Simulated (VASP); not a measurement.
# Al2Cu in VASP: a series of runs

Runs on Al2Cu. Level: PBEsol. Tasks: single point, relaxation of cell and atoms.

Program: VASP 6.6.1. These are calculated values, not measurements. Logs are shortened: lines on timing, memory, paths and dates and some standing lists are left out, and cuts for length are marked.

### 1 The cell of the first run

It takes space group Fm-3m (No. 225, cubic). Conventional cell: a = 5.726 Å, b = 5.726 Å, c = 5.726 Å, α = 90.00°, β = 90.00°, γ = 90.00°. Al (site symmetry -43m) has 4 Cu at 2.48 Å and 6 Al at 2.86 Å within 3.3 Å. Cu (site symmetry m-3m) has 8 Al at 2.48 Å within 3.3 Å.

### 2 Single point, PBEsol

File INCAR:

```
ALGO     = Fast           # electronic algorithm
EDIFF    = 1E-6           # SCF threshold, eV
ENCUT    = 520            # plane-wave cutoff, eV
GGA      = PS             # functional
ISIF     = 2              # what is computed and relaxed
ISMEAR   = 0              # smearing method
LASPH    = T              # aspherical terms in the spheres
LCHARG   = F              # write CHGCAR
LREAL    = F              # projectors in reciprocal space
LWAVE    = F              # write WAVECAR
NBANDS   = 16             # bands
NELM     = 100            # most SCF steps
PREC     = Accurate       # precision mode
SIGMA    = 0.1            # smearing width, eV
```

File KPOINTS:

```
k-points
0
Gamma
  14 14 14
```

File POSCAR:

```
Al2Cu
1.0
   -2.0243645087      2.0243645087      2.8628917660
    2.0243645087     -2.0243645087      2.8628917660
    2.0243645087      2.0243645087     -2.8628917660
Al Cu
2 1
Direct
    0.7500000000      0.2500000000      0.5000000000
    0.2500000000      0.7500000000      0.5000000000
    0.5000000000      0.5000000000      0.0000000000
```

Potentials or basis: VASP PAW PBE potentials, release 64 (Al, Cu).

Command:

```console
cat potpaw_PBE.64/Al/POTCAR potpaw_PBE.64/Cu/POTCAR > POTCAR
mpirun -np 1 vasp_std > vasp.out
```

OUTCAR:

```text
EDIFF = 1E-6
   ENCUT = 520
   GGA = PS
   ISIF = 2
   ISMEAR = 0
   LASPH = T
   LREAL = F
   NELM = 100
   PREC = Accurate

 ion  position               nearest neighbor table
   1  0.750  0.250  0.500-   3 2.48   3 2.48   3 2.48   3 2.48   2 2.86   2 2.86   2 2.86   2 2.86
                             2 2.86   2 2.86
   2  0.250  0.750  0.500-   3 2.48   3 2.48   3 2.48   3 2.48   1 2.86   1 2.86   1 2.86   1 2.86
                             1 2.86   1 2.86
   3  0.500  0.500  0.000-   1 2.48   2 2.48   1 2.48   2 2.48   2 2.48   1 2.48   2 2.48   1 2.48

  LATTYP: Found a face centered cubic cell.
 ALAT       =     5.7257755094

  Lattice vectors:

 A1 = (   2.0243645087,  -2.0243645087,  -2.8628917660)
 A2 = (   2.0243645087,   2.0243645087,  -2.8628917660)
 A3 = (   4.0487290174,  -0.0000000000,   0.0000000000)

Analysis of symmetry for initial positions (statically):
=====================================================================
 Subroutine PRICEL returns:
 Original cell was already a primitive cell.

 Routine SETGRP: Setting up the symmetry group for a
 face centered cubic supercell.

 Subroutine GETGRP returns: Found 48 space group operations
 (whereof 48 operations were pure point group operations)
 out of a pool of 48 trial point group operations.

The static configuration has the point symmetry O_h .

Analysis of symmetry for dynamics (positions and initial velocities):
=====================================================================
 Subroutine PRICEL returns:
 Original cell was already a primitive cell.

 Routine SETGRP: Setting up the symmetry group for a
 face centered cubic supercell.

 Subroutine GETGRP returns: Found 48 space group operations
 (whereof 48 operations were pure point group operations)
 out of a pool of 48 trial point group operations.

The dynamic configuration has the point symmetry O_h .

 Subroutine INISYM returns: Found 48 space group operations
 (whereof 48 operations are pure point group operations),
 and found     1 'primitive' translations

----------------------------------------------------------------------------------------

                                     Primitive cell

  volume of cell :      46.9291

  direct lattice vectors                    reciprocal lattice vectors
    -2.024364509  2.024364509  2.862891766     0.000000000  0.246991092  0.174648586
     2.024364509 -2.024364509  2.862891766     0.246991092  0.000000000  0.174648586
     2.024364509  2.024364509 -2.862891766     0.246991092  0.246991092  0.000000000

  length of vectors
     4.048734690  4.048734690  4.048734690     0.302500790  0.302500790  0.349298152

  position of ions in fractional coordinates (direct lattice)
     0.750000000  0.250000000  0.500000000
     0.250000000  0.750000000  0.500000000
     0.500000000  0.500000000  0.000000000

  ion indices of the primitive-cell ions
   primitive index   ion index
                 1           1
                 2           2
                 3           3

----------------------------------------------------------------------------------------

 KPOINTS: k-points

Automatic generation of k-mesh.
 Grid dimensions read from file:
 generate k-points for:   14   14   14

 Generating k-lattice:

  Cartesian coordinates                     Fractional coordinates (reciprocal lattice)
     0.000000000  0.017642221  0.012474899     0.071428571  0.000000000  0.000000000
     0.017642221  0.000000000  0.012474899     0.000000000  0.071428571  0.000000000
     0.017642221  0.017642221  0.000000000     0.000000000  0.000000000  0.071428571

  Length of vectors
     0.021607199  0.021607199  0.024949868

  Shift w.r.t. Gamma in fractional coordinates (k-lattice)
     0.000000000  0.000000000  0.000000000

 Subroutine IBZKPT returns following result:
 ===========================================

 Found    104 irreducible k-points:

 Following reciprocal coordinates:
            Coordinates               Weight
  0.000000  0.000000  0.000000      1.000000
  0.071429  0.000000  0.000000      8.000000
  0.142857  0.000000  0.000000      8.000000
  0.214286  0.000000 -0.000000      8.000000
  0.285714  0.000000  0.000000      8.000000
  0.357143  0.000000 -0.000000      8.000000
[... 16 lines left out ...]
  0.214286  0.142857  0.000000     24.000000
  0.285714  0.142857 -0.000000     24.000000
 [... further k-points ...]
   k-points           NKPTS =    104   k-points in BZ     NKDIM =    104   number of bands    NBANDS=     16
   number of dos      NEDOS =    301   number of ions     NIONS =      3
   total plane-waves  NPLWV =  27000
   dimension x,y,z NGX =    30 NGY =   30 NGZ =   30
   dimension x,y,z NGXF=    60 NGYF=   60 NGZF=   60
   ions per type =               2   1
   NGX,Y,Z   is equivalent  to a cutoff of  12.32, 12.32, 12.32 a.u.
   NGXF,Y,Z  is equivalent  to a cutoff of  24.64, 24.64, 24.64 a.u.
 SYSTEM =  unknown system
   PREC   = accura    normal or accurate (medium, high low for compatibility)
   ISTART =      0    job   : 0-new  1-cont  2-samecut
   ICHARG =      2    charge: 1-file 2-atom 10-const
   ISPIN  =      1    spin polarized calculation?
   LNONCOLLINEAR =      F non collinear calculations
   LSORBIT =      F    spin-orbit coupling
   LASPH  =      T    aspherical Exc in radial PAW
   ENCUT  =  520.0 eV  38.22 Ry    6.18 a.u.   7.53  7.53  7.53*2*pi/ulx,y,z
   NELM   =    100;   NELMIN=  2; NELMDL= -5     # of ELM steps
   EDIFF  = 0.1E-05   stopping-criterion for ELM
   LREAL  =      F    real-space projection
   EDIFFG = 0.1E-04   stopping-criterion for IOM
   NSW    =      0    number of steps for IOM
   IBRION =     -1    ionic relax: 0-MD 1-quasi-New 2-CG
   NFREE  =      0    steps in history (QN), initial steepest desc. (CG)
   ISIF   =      2    stress and relaxation
   ISYM   =      2    0-nonsym 1-usesym 2-fastsym
   POTIM  = 0.5000    time-step for ionic-motion
   TEBEG  =    0.0;   TEEND  =   0.0 temperature during run
   PSTRESS=    0.0 pullay stress
   NELECT =      17.0000    total number of electrons
   NUPDOWN=      -1.0000    fix difference up-down
   EMIN   =  10.00;   EMAX   =-10.00  energy-range for DOS
   EFERMI =   0.00;   METHOD = LEGACY
   ISMEAR =     0;   SIGMA  =   0.10  broadening in eV -4-tet -1-fermi 0-gaus
   EFERMI_NEDOS =   21; number of points for ismear=-14 and -15
   IALGO  =     68    algorithm
   IMIX   =      4    mixing-type and parameters
     AMIX     =   0.40;   BMIX     =  1.00
     AMIX_MAG =   1.60;   BMIX_MAG =  1.00
  volume/ion in A,a.u.               =      15.64       105.56
  Fermi-wavevector in a.u.,A,eV,Ry     =   1.167017  2.205342 18.530151  1.361928
  Thomas-Fermi vector in A             =   2.303522
   LORBIT       =      0    0 simple, 1 ext, 2 COOP (PROOUT), +10 PAW based schemes
   GGA     = PS    functional components
   LHFCALC =     F    Hartree Fock is set to
   AEXX    =    0.0000 exact exchange contribution
   IVDW    =     0    specifies the selected vdW correction
   LEPSILON=     F    determine dielectric tensor
   LRPA    =     F    only Hartree local field effects (RPA)
 non-spin polarized calculation
 RMM-DIIS sequential band-by-band and
 Gauss-broadening in eV      SIGMA  =   0.10
  energy-cutoff  :      520.00
  volume of cell :       46.93
 maximum number of plane-waves:      1295
   NGX = 15   NGY = 15   NGZ = 15

 number of electron      17.0000006 magnetization

 Free energy of the ion-electron system (eV)
  ---------------------------------------------------
  ext. energy  EPLUGINS =         0.00000000
  ---------------------------------------------------
  free energy    TOTEN  =       -13.01484360 eV

  energy without entropy =      -13.00978041  energy(sigma->0) =      -13.01231201

 E-fermi :   7.1107     XC(G=0): -10.6364

 val. band max:        7.0924513386   @ k =  -0.2857   0.1429   0.0000
 cond. band min:       7.1354021895   @ k =   0.1429   0.0000   0.0000
 fundamental gap:      0.0429508509
 Fermi energy:         7.1107114433

 k-point     1 :       0.0000    0.0000    0.0000
  band No.  band energies     occupation
      1      -3.2015      2.00000
      2       2.4744      2.00000
      3       2.4744      2.00000
      4       2.4744      2.00000
      5       3.0440      2.00000
      6       3.0440      2.00000
[... 8 lines left out ...]
     15      14.1276      0.00000
     16      14.1289      0.00000

 k-point     2 :       0.0714    0.0000    0.0000
  band No.  band energies     occupation
      1      -3.1323      2.00000
      2       2.4521      2.00000
      3       2.4853      2.00000
      4       2.4853      2.00000
      5       3.0411      2.00000
      6       3.0411      2.00000
[... 8 lines left out ...]
     15      13.3680      0.00000
     16      13.9412      0.00000

 k-point     3 :       0.1429    0.0000    0.0000
  band No.  band energies     occupation
      1      -2.9256      2.00000
      2       2.3839      2.00000
      3       2.5148      2.00000
      4       2.5148      2.00000
      5       3.0350      2.00000
      6       3.0350      2.00000
[... 8 lines left out ...]
     15      13.1479      0.00000
     16      13.6373      0.00000

 k-point     4 :       0.2143    0.0000   -0.0000
  band No.  band energies     occupation
      1      -2.5840      2.00000
      2       2.2616      2.00000
      3       2.5534      2.00000
      4       2.5535      2.00000
      5       3.0332      2.00000
      6       3.0333      2.00000
[... 8 lines left out ...]
     15      12.9814      0.00000
     16      14.4309      0.00000
[... 324 lines left out ...]
 k-point    22 :       0.1429    0.1429    0.0000
  band No.  band energies     occupation
      1      -2.4699      2.00000
      2       2.2545      2.00000
      3       2.5427      2.00000
      4       2.5855      2.00000
      5       2.9827      2.00000
      6       3.0719      2.00000
[... 8 lines left out ...]
     15      14.5680      0.00000
     16      15.8369      0.00000

 k-point    23 :       0.2143    0.1429    0.0000
  band No.  band energies     occupation
      1      -2.0433      2.00000
      2       2.1179      2.00000
      3       2.5519      2.00000
      4       2.6356      2.00000
      5       2.9704      2.00000
      6       3.0917      2.00000
[... 8 lines left out ...]
     15      14.5944      0.00000
     16      16.9638      0.00000

 k-point    24 :       0.2857    0.1429   -0.0000
  band No.  band energies     occupation
      1      -1.4953      2.00000
      2       1.8626      2.00000
      3       2.5528      2.00000
      4       2.6727      2.00000
      5       2.9849      2.00000
      6       3.1071      2.00000
[... 8 lines left out ...]
     15      14.3861      0.00000
     16      17.8349      0.00000

 [... further k-points ...]
[... 5 lines left out ...]
  --------------------------------------------------------------------------------------
  -------------------------------------------------------------------------------------
  Total        0.1449123      0.1449123      0.1449131     -0.0000000      0.0000000      0.0000000
  in kB        4.9473587      4.9473587      4.9473864     -0.0000000      0.0000000      0.0000000
  external PRESSURE =       4.9473679 kB  Pullay stress =       0.0000000 kB

 VOLUME and BASIS-vectors are now :
 -----------------------------------------------------------------------------
  energy-cutoff  :      520.00
  volume of cell :       46.93
      direct lattice vectors                 reciprocal lattice vectors
    -2.024364509  2.024364509  2.862891766     0.000000000  0.246991092  0.174648586
     2.024364509 -2.024364509  2.862891766     0.246991092  0.000000000  0.174648586
     2.024364509  2.024364509 -2.862891766     0.246991092  0.246991092  0.000000000

 POSITION                                       TOTAL-FORCE (eV/Angst)
 -----------------------------------------------------------------------------------
     -0.00000      2.02436      1.43145         0.000000     -0.000000      0.000000
      2.02436     -0.00000      1.43145        -0.000000      0.000000     -0.000000
      0.00000      0.00000      2.86289         0.000000      0.000000      0.000000
 -----------------------------------------------------------------------------------
    total drift:                                0.000000     -0.000000      0.000000

  FREE ENERGIE OF THE ION-ELECTRON SYSTEM (eV)
  ---------------------------------------------------
  free  energy   TOTEN  =       -13.0148436004 eV

  energy  without entropy=      -13.0097804114  energy(sigma->0) =      -13.01231201
```

It took 91 s on 1 thread of Intel Xeon 6975P-C, shared host; peak memory 0.22 GiB.

What came out:

```yaml
Free_energy: -13.0148 eV
Pressure: 0.5 GPa
```

Caveat: the PAW data sets were made with another functional, which shifts forces and pressure a little.

(Continued in part 2 of 2.)
